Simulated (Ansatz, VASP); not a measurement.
**BN in VASP and in Ansatz**

The input INCAR:

```
  AGGAC = 1.0
  AGGAX = 1.0
  ALDAC = 0.0
  ALDAX = 1.0
  ALGO = Normal
  EDIFF = 1E-6
  ENCUT = 520
  GGA = B5
  ISIF = 2
  ISMEAR = -1
  IVDW = 13
  LASPH = True
  LCHARG = False
  LREAL = False
  LWAVE = False
  NBANDS = 16
  NELM = 80
  PREC = Accurate
  SIGMA = 0.05
  VDW_A1 = 0.44488865
  VDW_A2 = 4.0933009
  VDW_S6 = 1.0
  VDW_S8 = 2.34076671
```

The input KPOINTS:

```
k-points
0
Gamma
  12 12 4
```

File POSCAR:

```
BN
1.0
    2.4982400000      0.0000000000      0.0000000000
   -1.2491200000      2.1635393048      0.0000000000
    0.0000000000      0.0000000000      6.6357000000
N B
2 2
Direct
    0.6666666667      0.3333333333      0.2500000000
    0.3333333333      0.6666666667      0.7500000000
    0.6666666667      0.3333333333      0.7500000000
    0.3333333333      0.6666666667      0.2500000000
```

The input input.yaml:

```yaml
crystal:
  lattice:
    - [2.49824, 0.0, 0.0]
    - [-1.24912, 2.1635393048, 0.0]
    - [0.0, 0.0, 6.6357]
  atoms:
    - { symbol: "N", position: [0.6666666667, 0.3333333333, 0.25] }
    - { symbol: "N", position: [0.3333333333, 0.6666666667, 0.75] }
    - { symbol: B, position: [0.6666666667, 0.3333333333, 0.75] }
    - { symbol: B, position: [0.3333333333, 0.6666666667, 0.25] }
hamiltonian:
  xc: blyp
  pseudopotentials: { kind: paw }
  dispersion: d4
kpoints:
  mp_grid: { grid: [12, 12, 4] }
scf:
  occupations: { method: fermi_dirac, width: 0.05 }
output:
  forces: true
  stress: true
  eigenvalues: true
  write_density: true
  write_potential: true
  elf: true
  volumetric_format: npy
```

Alike in both runs: task single point; functional BLYP; dispersion D4; k mesh 12 × 12 × 4; occupations fermi-dirac, width 0.05 eV; no spin polarisation.

```csv
,VASP,Ansatz
version,VASP 6.6.1,Ansatz 0.2.0
potentials or method,"VASP PAW PBE potentials, release 64 (N, B)",Ansatz PAW
plane-wave cutoff (eV),520,420
valence electrons in the cell,16,16
```

Ansatz gave:

```
gap on the k mesh at the Fermi level (eV)                     : 4.36
least direct gap on the mesh (eV)                             : 4.71
pressure (GPa)                                                : 2.1
traceless stress, the component that is largest in VASP (GPa) : -3.99
```

Estimate VASP's values.

gap on the k mesh at the Fermi level (eV): 4.36; least direct gap on the mesh (eV): 4.72; pressure (GPa): 1.9; traceless stress, the component that is largest in VASP (GPa): -3.96.

VASP's potentials were made for PBE, not for BLYP.
